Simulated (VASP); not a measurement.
# HfO2 in VASP: further runs

Runs on HfO2. Level: LDA. Tasks: single point.

Everything below comes from runs of VASP 6.6.1. Logs are shortened: lines on timing, memory, paths and dates and some standing lists are left out, and cuts for length are marked.

## Step 1: The cell of the first run

It takes space group R-3m (No. 166, trigonal). Conventional cell: a = 3.581 Å, b = 3.581 Å, c = 9.037 Å, α = 90.00°, β = 90.00°, γ = 120.00°. Within 2.9 Å of Hf (site symmetry -3m) lie 8 O at 2.20 to 2.26 Å. O (site symmetry 3m) has 4 Hf at 2.20 to 2.26 Å and 6 O at 2.56 Å within 2.9 Å.

## Step 2: Single point, LDA (equal xy, yz and zx shear strains of +2 %)

INCAR

```
SYSTEM = HfO2
ALGO = Normal
EDIFF = 1E-6
ENCUT = 520
ISIF = 2
ISMEAR = -1
LASPH = .True.
LCHARG = .True.
LELF = .True.
LREAL = .False.
LVHAR = .True.
LWAVE = .False.
NBANDS = 18
NELM = 80
PREC = Accurate
SIGMA = 0.01
```

KPOINTS

```
k-points
0
Gamma
  8 8 8
  0 0 0
```

POSCAR

```
HfO2
1.0
    0.0511500000      2.5830750000      2.5830750000
    2.5830750000      0.0511500000      2.5830750000
    2.5830750000      2.5830750000      0.0511500000
Hf O
1 2
Direct
    0.0000000000      0.0000000000      0.0000000000
    0.2500000000      0.2500000000      0.2500000000
    0.7500000000      0.7500000000      0.7500000000
```

Potentials or basis: VASP PAW LDA potentials, release 64 (Hf_pv, O).

Command:

```bash
$ cat potpaw_LDA.64/Hf_pv/POTCAR potpaw_LDA.64/O/POTCAR > POTCAR
$ mpirun -np 1 vasp_std > vasp.out
```

OUTCAR:

```text
SYSTEM = HfO2
   EDIFF = 1E-6
   ENCUT = 520
   ISIF = 2
   ISMEAR = -1
   LASPH = .True.
   LREAL = .False.
   NELM = 80
   PREC = Accurate

 ion  position               nearest neighbor table
   1  0.000  0.000  0.000-   3 2.20   3 2.20   3 2.20   2 2.20   2 2.20   2 2.20   3 2.26   2 2.26

   2  0.250  0.250  0.250-   1 2.20   1 2.20   1 2.20   1 2.26
   3  0.750  0.750  0.750-   1 2.20   1 2.20   1 2.20   1 2.26

  LATTYP: Found a trigonal (rhomboedric) cell.
 ALAT       =     3.6533777842
 COS(alpha) =     0.5197000882

  Lattice vectors:

 A1 = (   0.0511500000,   2.5830750000,   2.5830750000)
 A2 = (   2.5830750000,   0.0511500000,   2.5830750000)
 A3 = (   2.5830750000,   2.5830750000,   0.0511500000)

Analysis of symmetry for initial positions (statically):
=====================================================================
 Subroutine PRICEL returns:
 Original cell was already a primitive cell.

 Routine SETGRP: Setting up the symmetry group for a
 trigonal (rhombohedral) supercell.

 Subroutine GETGRP returns: Found 12 space group operations
 (whereof 12 operations were pure point group operations)
 out of a pool of 12 trial point group operations.

The static configuration has the point symmetry D_3d.

Analysis of symmetry for dynamics (positions and initial velocities):
=====================================================================
 Subroutine PRICEL returns:
 Original cell was already a primitive cell.

 Routine SETGRP: Setting up the symmetry group for a
 trigonal (rhombohedral) supercell.

 Subroutine GETGRP returns: Found 12 space group operations
 (whereof 12 operations were pure point group operations)
 out of a pool of 12 trial point group operations.

The dynamic configuration has the point symmetry D_3d.

 Subroutine INISYM returns: Found 12 space group operations
 (whereof 12 operations are pure point group operations),
 and found     1 'primitive' translations

----------------------------------------------------------------------------------------

                                     Primitive cell

  volume of cell :      33.4463

  direct lattice vectors                    reciprocal lattice vectors
     0.051150000  2.583075000  2.583075000    -0.199414264  0.195542143  0.195542143
     2.583075000  0.051150000  2.583075000     0.195542143 -0.199414264  0.195542143
     2.583075000  2.583075000  0.051150000     0.195542143  0.195542143 -0.199414264

  length of vectors
     3.653377784  3.653377784  3.653377784     0.340939156  0.340939156  0.340939156

  position of ions in fractional coordinates (direct lattice)
     0.000000000  0.000000000  0.000000000
     0.250000000  0.250000000  0.250000000
     0.750000000  0.750000000  0.750000000

  ion indices of the primitive-cell ions
   primitive index   ion index
                 1           1
                 2           2
                 3           3

----------------------------------------------------------------------------------------

 KPOINTS: k-points

Automatic generation of k-mesh.
 Grid dimensions read from file:
 generate k-points for:    8    8    8

 Generating k-lattice:

  Cartesian coordinates                     Fractional coordinates (reciprocal lattice)
    -0.024926783  0.024442768  0.024442768     0.125000000 -0.000000000 -0.000000000
     0.024442768 -0.024926783  0.024442768    -0.000000000  0.125000000 -0.000000000
     0.024442768  0.024442768 -0.024926783    -0.000000000 -0.000000000  0.125000000

  Length of vectors
     0.042617394  0.042617394  0.042617394

  Shift w.r.t. Gamma in fractional coordinates (k-lattice)
     0.000000000  0.000000000  0.000000000

 Subroutine IBZKPT returns following result:
 ===========================================

 Found     65 irreducible k-points:

 Following reciprocal coordinates:
            Coordinates               Weight
  0.000000  0.000000  0.000000      1.000000
  0.125000  0.000000 -0.000000      6.000000
  0.250000  0.000000 -0.000000      6.000000
  0.375000  0.000000  0.000000      6.000000
  0.500000  0.000000 -0.000000      3.000000
  0.125000  0.125000  0.000000      6.000000
[... 16 lines left out ...]
  0.250000  0.125000  0.125000      6.000000
  0.375000  0.125000  0.125000      6.000000
 [... further k-points ...]
   k-points           NKPTS =     65   k-points in BZ     NKDIM =     65   number of bands    NBANDS=     18
   number of dos      NEDOS =    301   number of ions     NIONS =      3
   total plane-waves  NPLWV =  21952
   dimension x,y,z NGX =    28 NGY =   28 NGZ =   28
   dimension x,y,z NGXF=    56 NGYF=   56 NGZF=   56
   ions per type =               1   2
   NGX,Y,Z   is equivalent  to a cutoff of  12.74, 12.74, 12.74 a.u.
   NGXF,Y,Z  is equivalent  to a cutoff of  25.48, 25.48, 25.48 a.u.
 SYSTEM =  HfO2
   PREC   = accura    normal or accurate (medium, high low for compatibility)
   ISTART =      0    job   : 0-new  1-cont  2-samecut
   ICHARG =      2    charge: 1-file 2-atom 10-const
   ISPIN  =      1    spin polarized calculation?
   LNONCOLLINEAR =      F non collinear calculations
   LSORBIT =      F    spin-orbit coupling
   LASPH  =      T    aspherical Exc in radial PAW
   ENCUT  =  520.0 eV  38.22 Ry    6.18 a.u.   6.79  6.79  6.79*2*pi/ulx,y,z
   NELM   =     80;   NELMIN=  2; NELMDL= -5     # of ELM steps
   EDIFF  = 0.1E-05   stopping-criterion for ELM
   LREAL  =      F    real-space projection
   EDIFFG = 0.1E-04   stopping-criterion for IOM
   NSW    =      0    number of steps for IOM
   IBRION =     -1    ionic relax: 0-MD 1-quasi-New 2-CG
   NFREE  =      0    steps in history (QN), initial steepest desc. (CG)
   ISIF   =      2    stress and relaxation
   ISYM   =      2    0-nonsym 1-usesym 2-fastsym
   POTIM  = 0.5000    time-step for ionic-motion
   TEBEG  =    0.0;   TEEND  =   0.0 temperature during run
   PSTRESS=    0.0 pullay stress
   NELECT =      22.0000    total number of electrons
   NUPDOWN=      -1.0000    fix difference up-down
   EMIN   =  10.00;   EMAX   =-10.00  energy-range for DOS
   EFERMI =   0.00;   METHOD = LEGACY
   ISMEAR =    -1;   SIGMA  =   0.01  broadening in eV -4-tet -1-fermi 0-gaus
   EFERMI_NEDOS =   21; number of points for ismear=-14 and -15
   IALGO  =     38    algorithm
   IMIX   =      4    mixing-type and parameters
     AMIX     =   0.40;   BMIX     =  1.00
     AMIX_MAG =   1.60;   BMIX_MAG =  1.00
  volume/ion in A,a.u.               =      11.15        75.24
  Fermi-wavevector in a.u.,A,eV,Ry     =   1.423748  2.690494 27.579817  2.027059
  Thomas-Fermi vector in A             =   2.544313
   LORBIT       =      0    0 simple, 1 ext, 2 COOP (PROOUT), +10 PAW based schemes
   GGA     = CA    functional components
   LHFCALC =     F    Hartree Fock is set to
   AEXX    =    0.0000 exact exchange contribution
   IVDW    =     0    specifies the selected vdW correction
   LEPSILON=     F    determine dielectric tensor
   LRPA    =     F    only Hartree local field effects (RPA)
 non-spin polarized calculation
  energy-cutoff  :      520.00
  volume of cell :       33.45
 maximum number of plane-waves:       917
   NGX = 13   NGY = 13   NGZ = 13

 number of electron      21.9999992 magnetization

 Free energy of the ion-electron system (eV)
  ---------------------------------------------------
  ext. energy  EPLUGINS =         0.00000000
  ---------------------------------------------------
  free energy    TOTEN  =       -32.90345971 eV

  energy without entropy =      -32.90345971  energy(sigma->0) =      -32.90345971

 E-fermi :   4.0721     XC(G=0): -12.1759

 val. band max:        3.8194771715   @ k =   0.5000   0.5000   0.0000
 cond. band min:       7.3537186804   @ k =   0.5000   0.5000   0.0000
 fundamental gap:      3.5342415089
 Fermi energy:         4.0720989480

 k-point     1 :       0.0000    0.0000    0.0000
  band No.  band energies     occupation
      1     -25.7953      2.00000
      2     -25.7779      2.00000
      3     -25.7779      2.00000
      4     -14.4877      2.00000
      5     -11.4580      2.00000
      6      -1.4640      2.00000
[... 10 lines left out ...]
     17      13.9748      0.00000
     18      16.2747      0.00000

 k-point     2 :       0.1250    0.0000   -0.0000
  band No.  band energies     occupation
      1     -25.8433      2.00000
      2     -25.7998      2.00000
      3     -25.7858      2.00000
      4     -14.2794      2.00000
      5     -11.6321      2.00000
      6      -1.3070      2.00000
[... 10 lines left out ...]
     17      13.7266      0.00000
     18      16.2699      0.00000

 k-point     3 :       0.2500    0.0000   -0.0000
  band No.  band energies     occupation
      1     -25.9912      2.00000
      2     -25.8150      2.00000
      3     -25.8049      2.00000
      4     -13.7839      2.00000
      5     -11.9831      2.00000
      6      -0.9324      2.00000
[... 10 lines left out ...]
     17      13.2720      0.00000
     18      16.0270      0.00000

 k-point     4 :       0.3750    0.0000    0.0000
  band No.  band energies     occupation
      1     -26.1321      2.00000
      2     -25.8299      2.00000
      3     -25.8238      2.00000
      4     -13.3572      2.00000
      5     -12.1840      2.00000
      6      -0.5611      2.00000
[... 375 lines left out ...]
      4     -14.3020      2.00000
      5     -11.6125      2.00000
      6      -1.2704      2.00000
[... 10 lines left out ...]
     17      13.7241      0.00000
     18      16.2665      0.00000

 k-point    23 :       0.2500    0.1250    0.1250
  band No.  band energies     occupation
      1     -25.9129      2.00000
      2     -25.8245      2.00000
      3     -25.7896      2.00000
      4     -14.0021      2.00000
      5     -11.8374      2.00000
      6      -1.2025      2.00000
[... 10 lines left out ...]
     17      13.6256      0.00000
     18      16.2559      0.00000

 k-point    24 :       0.3750    0.1250    0.1250
  band No.  band energies     occupation
      1     -26.0318      2.00000
      2     -25.8661      2.00000
      3     -25.8087      2.00000
      4     -13.5048      2.00000
      5     -12.1402      2.00000
      6      -1.0109      2.00000
[... 10 lines left out ...]
     17      13.3193      0.00000
     18      16.0873      0.00000

 [... further k-points ...]
[... 5 lines left out ...]
  --------------------------------------------------------------------------------------
  -------------------------------------------------------------------------------------
  Total       -3.9668297     -3.9668297     -3.9668297     -0.2651974     -0.2651974     -0.2651974
  in kB     -190.0232105   -190.0232105   -190.0232105    -12.7037608    -12.7037608    -12.7037608
  external PRESSURE =    -190.0232105 kB  Pullay stress =       0.0000000 kB

 VOLUME and BASIS-vectors are now :
 -----------------------------------------------------------------------------
  energy-cutoff  :      520.00
  volume of cell :       33.45
      direct lattice vectors                 reciprocal lattice vectors
     0.051150000  2.583075000  2.583075000    -0.199414264  0.195542143  0.195542143
     2.583075000  0.051150000  2.583075000     0.195542143 -0.199414264  0.195542143
     2.583075000  2.583075000  0.051150000     0.195542143  0.195542143 -0.199414264

 POSITION                                       TOTAL-FORCE (eV/Angst)
 -----------------------------------------------------------------------------------
      0.00000      0.00000      0.00000         0.000000     -0.000000      0.000000
      1.30432      1.30432      1.30432        -0.075138     -0.075138     -0.075138
      3.91298      3.91298      3.91297         0.075138      0.075138      0.075138
 -----------------------------------------------------------------------------------
    total drift:                                0.000000      0.000000      0.000000

  FREE ENERGIE OF THE ION-ELECTRON SYSTEM (eV)
  ---------------------------------------------------
  free  energy   TOTEN  =       -32.9034597124 eV

  energy  without entropy=      -32.9034597124  energy(sigma->0) =      -32.90345971
```

It took 35 s on 1 thread of Intel Xeon 6975P-C, shared host; peak memory 0.17 GiB.

Results:

* Free energy: -32.9035 eV
* Pressure: -19.0 GPa
* Largest force: 0.130 eV/Å
* Band gap on the k mesh: 3.53 eV, direct

Forces in eV/Å, atoms in the order of the input:
```
Hf   0.000  0.000  0.000
O   -0.075 -0.075 -0.075
O    0.075  0.075  0.075
```

Stress tensor (GPa, compression positive):
```
-19.00  -1.27  -1.27
 -1.27 -19.00  -1.27
 -1.27  -1.27 -19.00
```

Caveat: the cell differs from its parent crystal (equal xy, yz and zx shear strains of +2 %); spin-orbit coupling is left out, which moves the levels of the heavy elements. A k mesh can miss the band edges.

[end of part 1 of 2]
